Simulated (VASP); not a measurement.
# BN (P6_3/mmc) in VASP: single point with PBEsol

Aim: the single point of BN with PBEsol.

All numbers are computed with VASP 6.6.1; they aren't measurements. Logs are shortened: lines on timing, memory, paths and dates and some standing lists are left out, and cuts for length are marked.

### 1 The cell of the first run

It takes space group P6_3/mmc (No. 194, hexagonal). Conventional cell: a = 2.504 Å, b = 2.504 Å, c = 7.034 Å, α = 90.00°, β = 90.00°, γ = 120.00°. Within 1.9 Å of B (site symmetry -6m2) lie 3 N at 1.45 Å. N (site symmetry -6m2) has 3 B at 1.45 Å within 1.9 Å.

### 2 Single point, PBEsol

INCAR

```
PREC = Accurate ; ENCUT = 600
EDIFF = 1E-6 ; ISMEAR = 0
SIGMA = 0.05 ; LREAL = F
LASPH = T ; NELM = 120
ALGO = Normal ; ISIF = 2
LWAVE = F ; LCHARG = T
GGA = PS ; LELF = T
LVHAR = T ; NBANDS = 26
GGA_COMPAT = F
```

KPOINTS

```
regular mesh
0
Gamma
  10 6 4
```

POSCAR

```
BN
1.0
    2.5037762076      0.0000000000      0.0000000000
    0.0000000000      4.3366676023      0.0000000000
    0.0000000000      0.0000000000      7.0340970058
B N
4 4
Direct
    0.0000000000      0.3333333333      0.2500000000
    0.5000000000      0.8333333333      0.2500000000
    0.5000000000      0.1666666667      0.7500000000
    1.0000000000      0.6666666667      0.7500000000
    0.0000000000      0.3333333333      0.7500000000
    0.5000000000      0.8333333333      0.7500000000
    0.5000000000      0.1666666667      0.2500000000
    1.0000000000      0.6666666667      0.2500000000
```

Potentials or basis: VASP PAW PBE potentials, release 64 (B, N).

Run with:

```bash
$ cat potpaw_PBE.64/B/POTCAR potpaw_PBE.64/N/POTCAR > POTCAR
$ mpirun -np 1 vasp_std > vasp.out
```

OUTCAR:

```text
PREC = Accurate
   ENCUT = 600
   EDIFF = 1E-6
   ISMEAR = 0
   LREAL = F
   LASPH = T
   NELM = 120
   ISIF = 2
   GGA = PS

 ion  position               nearest neighbor table
   1  0.000  0.333  0.250-   7 1.45   7 1.45   8 1.45
   2  0.500  0.833  0.250-   8 1.45   8 1.45   7 1.45
   3  0.500  0.167  0.750-   5 1.45   5 1.45   6 1.45
   4  0.000  0.667  0.750-   6 1.45   6 1.45   5 1.45
   5  0.000  0.333  0.750-   3 1.45   3 1.45   4 1.45
   6  0.500  0.833  0.750-   4 1.45   4 1.45   3 1.45
   7  0.500  0.167  0.250-   1 1.45   1 1.45   2 1.45
   8  0.000  0.667  0.250-   2 1.45   2 1.45   1 1.45

  LATTYP: Found a simple orthorhombic cell.
 ALAT       =     2.5037762076
 B/A-ratio  =     1.7320508076
 C/A-ratio  =     2.8093952584

  Lattice vectors:

 A1 = (   2.5037762076,   0.0000000000,   0.0000000000)
 A2 = (   0.0000000000,   4.3366676023,   0.0000000000)
 A3 = (   0.0000000000,   0.0000000000,   7.0340970058)

Analysis of symmetry for initial positions (statically):
=====================================================================
 Subroutine PRICEL returns following result:

  LATTYP: Found a hexagonal cell.
 ALAT       =     2.5037762076
 C/A-ratio  =     2.8093952584

  Lattice vectors:

 A1 = (  -2.5037762076,   0.0000000000,   0.0000000000)
 A2 = (   1.2518881038,  -2.1683338012,   0.0000000000)
 A3 = (   0.0000000000,   0.0000000000,   7.0340970058)

   2 primitive cells build up your supercell.

 Routine SETGRP: Setting up the symmetry group for a
 simple orthorhombic supercell.

 Subroutine GETGRP returns: Found  8 space group operations
 (whereof  4 operations were pure point group operations)
 out of a pool of  8 trial point group operations.

The static configuration has the point symmetry C_2h.
 The point group associated with its full space group is D_2h.

Analysis of symmetry for dynamics (positions and initial velocities):
=====================================================================
 Subroutine PRICEL returns following result:

  LATTYP: Found a hexagonal cell.
 ALAT       =     2.5037762076
 C/A-ratio  =     2.8093952584

  Lattice vectors:

 A1 = (  -2.5037762076,   0.0000000000,   0.0000000000)
 A2 = (   1.2518881038,  -2.1683338012,   0.0000000000)
 A3 = (   0.0000000000,   0.0000000000,   7.0340970058)

   2 primitive cells build up your supercell.

 Routine SETGRP: Setting up the symmetry group for a
 simple orthorhombic supercell.

 Subroutine GETGRP returns: Found  8 space group operations
 (whereof  4 operations were pure point group operations)
 out of a pool of  8 trial point group operations.

The dynamic configuration has the point symmetry C_2h.
 The point group associated with its full space group is D_2h.

 Subroutine INISYM returns: Found  8 space group operations
 (whereof  4 operations are pure point group operations),
 and found     2 'primitive' translations

----------------------------------------------------------------------------------------

                                     Primitive cell

  volume of cell :      38.1883

  direct lattice vectors                    reciprocal lattice vectors
    -2.503776208  0.000000000  0.000000000    -0.399396718 -0.230591803  0.000000000
     1.251888104 -2.168333801  0.000000000    -0.000000000 -0.461183605  0.000000000
     0.000000000  0.000000000  7.034097006     0.000000000  0.000000000  0.142164659

  length of vectors
     2.503776208  2.503776208  7.034097006     0.461183605  0.461183605  0.142164659

  position of ions in fractional coordinates (direct lattice)
     0.666666667  0.333333333  0.250000000
     0.333333333  0.666666667  0.750000000
     0.666666667  0.333333333  0.750000000
     0.333333333  0.666666667  0.250000000

  ion indices of the primitive-cell ions
   primitive index   ion index
                 1           1
                 2           4
                 3           5
                 4           8

----------------------------------------------------------------------------------------

 KPOINTS: regular mesh

Automatic generation of k-mesh.
 Grid dimensions read from file:
 generate k-points for:   10    6    4

 Generating k-lattice:

  Cartesian coordinates                     Fractional coordinates (reciprocal lattice)
     0.039939672  0.000000000  0.000000000     0.100000000  0.000000000  0.000000000
     0.000000000  0.038431967  0.000000000     0.000000000  0.166666667  0.000000000
     0.000000000  0.000000000  0.035541165     0.000000000  0.000000000  0.250000000

  Length of vectors
     0.039939672  0.038431967  0.035541165

  Shift w.r.t. Gamma in fractional coordinates (k-lattice)
     0.000000000  0.000000000  0.000000000

 Subroutine IBZKPT returns following result:
 ===========================================

 Found     72 irreducible k-points:

 Following reciprocal coordinates:
            Coordinates               Weight
  0.000000  0.000000  0.000000      1.000000
  0.100000  0.000000  0.000000      2.000000
  0.200000  0.000000  0.000000      2.000000
  0.300000  0.000000  0.000000      2.000000
  0.400000  0.000000  0.000000      2.000000
  0.500000  0.000000  0.000000      1.000000
[... 16 lines left out ...]
  0.400000  0.500000  0.000000      2.000000
  0.500000  0.500000  0.000000      1.000000
 [... further k-points ...]
   k-points           NKPTS =     72   k-points in BZ     NKDIM =     72   number of bands    NBANDS=     26
   number of dos      NEDOS =    301   number of ions     NIONS =      8
   total plane-waves  NPLWV =  40320
   dimension x,y,z NGX =    20 NGY =   36 NGZ =   56
   dimension x,y,z NGXF=    40 NGYF=   72 NGZF=  112
   ions per type =               4   4
   NGX,Y,Z   is equivalent  to a cutoff of  13.28, 13.80, 13.24 a.u.
   NGXF,Y,Z  is equivalent  to a cutoff of  26.56, 27.60, 26.47 a.u.
 SYSTEM =  unknown system
   PREC   = accura    normal or accurate (medium, high low for compatibility)
   ISTART =      0    job   : 0-new  1-cont  2-samecut
   ICHARG =      2    charge: 1-file 2-atom 10-const
   ISPIN  =      1    spin polarized calculation?
   LNONCOLLINEAR =      F non collinear calculations
   LSORBIT =      F    spin-orbit coupling
   LASPH  =      T    aspherical Exc in radial PAW
   ENCUT  =  600.0 eV  44.10 Ry    6.64 a.u.   5.00  8.66 14.05*2*pi/ulx,y,z
   NELM   =    120;   NELMIN=  2; NELMDL= -5     # of ELM steps
   EDIFF  = 0.1E-05   stopping-criterion for ELM
   LREAL  =      F    real-space projection
   EDIFFG = 0.1E-04   stopping-criterion for IOM
   NSW    =      0    number of steps for IOM
   IBRION =     -1    ionic relax: 0-MD 1-quasi-New 2-CG
   NFREE  =      0    steps in history (QN), initial steepest desc. (CG)
   ISIF   =      2    stress and relaxation
   ISYM   =      2    0-nonsym 1-usesym 2-fastsym
   POTIM  = 0.5000    time-step for ionic-motion
   TEBEG  =    0.0;   TEEND  =   0.0 temperature during run
   PSTRESS=    0.0 pullay stress
   NELECT =      32.0000    total number of electrons
   NUPDOWN=      -1.0000    fix difference up-down
   EMIN   =  10.00;   EMAX   =-10.00  energy-range for DOS
   EFERMI =   0.00;   METHOD = LEGACY
   ISMEAR =     0;   SIGMA  =   0.05  broadening in eV -4-tet -1-fermi 0-gaus
   EFERMI_NEDOS =   21; number of points for ismear=-14 and -15
   IALGO  =     38    algorithm
   IMIX   =      4    mixing-type and parameters
     AMIX     =   0.40;   BMIX     =  1.00
     AMIX_MAG =   1.60;   BMIX_MAG =  1.00
  volume/ion in A,a.u.               =       9.55        64.43
  Fermi-wavevector in a.u.,A,eV,Ry     =   1.225006  2.314925 20.417437  1.500639
  Thomas-Fermi vector in A             =   2.360060
   LORBIT       =      0    0 simple, 1 ext, 2 COOP (PROOUT), +10 PAW based schemes
   GGA     = PS    functional components
   LHFCALC =     F    Hartree Fock is set to
   AEXX    =    0.0000 exact exchange contribution
   IVDW    =     0    specifies the selected vdW correction
   LEPSILON=     F    determine dielectric tensor
   LRPA    =     F    only Hartree local field effects (RPA)
 non-spin polarized calculation
 Gauss-broadening in eV      SIGMA  =   0.05
  energy-cutoff  :      600.00
  volume of cell :       76.38
 maximum number of plane-waves:      2594
   NGX = 11   NGY = 17   NGZ = 29

 number of electron      32.0000005 magnetization

 Free energy of the ion-electron system (eV)
  ---------------------------------------------------
  ext. energy  EPLUGINS =         0.00000000
  ---------------------------------------------------
  free energy    TOTEN  =       -73.15543039 eV

  energy without entropy =      -73.15543039  energy(sigma->0) =      -73.15543039

 E-fermi :   2.0090     XC(G=0):  -9.9134

 val. band max:        1.7612563465   @ k =   0.3000   0.0000   0.0000
 cond. band min:       6.0072209405   @ k =   0.5000   0.5000   0.0000
 fundamental gap:      4.2459645940
 Fermi energy:         2.0090342944

 k-point     1 :       0.0000    0.0000    0.0000
  band No.  band energies     occupation
      1     -15.9691      2.00000
      2     -15.7761      2.00000
      3     -12.7793      2.00000
      4     -12.7355      2.00000
      5      -7.1694      2.00000
      6      -7.1275      2.00000
[... 18 lines left out ...]
     25      13.3473      0.00000
     26      13.3476      0.00000

 k-point     2 :       0.1000    0.0000    0.0000
  band No.  band energies     occupation
      1     -15.8225      2.00000
      2     -15.6330      2.00000
      3     -12.6831      2.00000
      4     -12.6410      2.00000
      5      -7.0565      2.00000
      6      -7.0115      2.00000
[... 18 lines left out ...]
     25      13.7221      0.00000
[... 608 lines left out ...]
     25      13.4253      0.00000
     26      13.4253      0.00000

 k-point    24 :       0.5000    0.5000    0.0000
  band No.  band energies     occupation
      1     -12.7793      2.00000
      2     -12.7793      2.00000
      3     -12.7355      2.00000
      4     -12.7355      2.00000
      5      -7.1694      2.00000
      6      -7.1694      2.00000
[... 18 lines left out ...]
     25      14.0157      0.00000
     26      14.0157      0.00000

 [... further k-points ...]

------------------------ aborting loop because EDIFF is reached ----------------------------------------

  FORCE on cell =-STRESS in cart. coord.  units (eV):
  Direction    XX          YY          ZZ          XY          YZ          ZX
  --------------------------------------------------------------------------------------
  -------------------------------------------------------------------------------------
  Total        0.2465802      0.2465338     -0.1117051      0.0000000      0.0000000      0.0000000
  in kB        5.1725993      5.1716256     -2.3432772      0.0000000      0.0000000      0.0000000
  external PRESSURE =       2.6669826 kB  Pullay stress =       0.0000000 kB

 VOLUME and BASIS-vectors are now :
 -----------------------------------------------------------------------------
  energy-cutoff  :      600.00
  volume of cell :       76.38
      direct lattice vectors                 reciprocal lattice vectors
     2.503776208  0.000000000  0.000000000     0.399396718  0.000000000  0.000000000
     0.000000000  4.336667602  0.000000000     0.000000000  0.230591803  0.000000000
     0.000000000  0.000000000  7.034097006     0.000000000  0.000000000  0.142164659

 POSITION                                       TOTAL-FORCE (eV/Angst)
 -----------------------------------------------------------------------------------
      0.00000      1.44556      1.75852        -0.000000     -0.000111     -0.000000
      1.25189      3.61389      1.75852        -0.000000     -0.000111     -0.000000
      1.25189      0.72278      5.27557        -0.000000      0.000111     -0.000000
      0.00000      2.89111      5.27557         0.000000      0.000111     -0.000000
      0.00000      1.44556      5.27557        -0.000000     -0.000066     -0.000000
      1.25189      3.61389      5.27557         0.000000     -0.000066      0.000000
      1.25189      0.72278      1.75852        -0.000000      0.000066      0.000000
      0.00000      2.89111      1.75852         0.000000      0.000066      0.000000
 -----------------------------------------------------------------------------------
    total drift:                                0.000000      0.000000      0.000000

  FREE ENERGIE OF THE ION-ELECTRON SYSTEM (eV)
  ---------------------------------------------------
  free  energy   TOTEN  =       -73.1554303881 eV

  energy  without entropy=      -73.1554303881  energy(sigma->0) =      -73.15543039
```

It took 3.3 min on 1 thread of Intel Xeon 8259CL, shared host; peak memory 0.27 GiB.

What came out:

```yaml
Free_energy: -73.1554 eV
Pressure: 0.3 GPa
Band_gap_on_the_k_mesh: 4.25 eV
```

Stress tensor (GPa, compression positive):
```
 0.52  0.00  0.00
 0.00  0.52  0.00
 0.00  0.00 -0.23
```

Caveat: the PAW data sets were made with another functional, which shifts forces and pressure a little; this functional lacks dispersion, which binds the layers, so the pressure and a relaxed spacing across them are unreliable. A k mesh can miss the band edges.
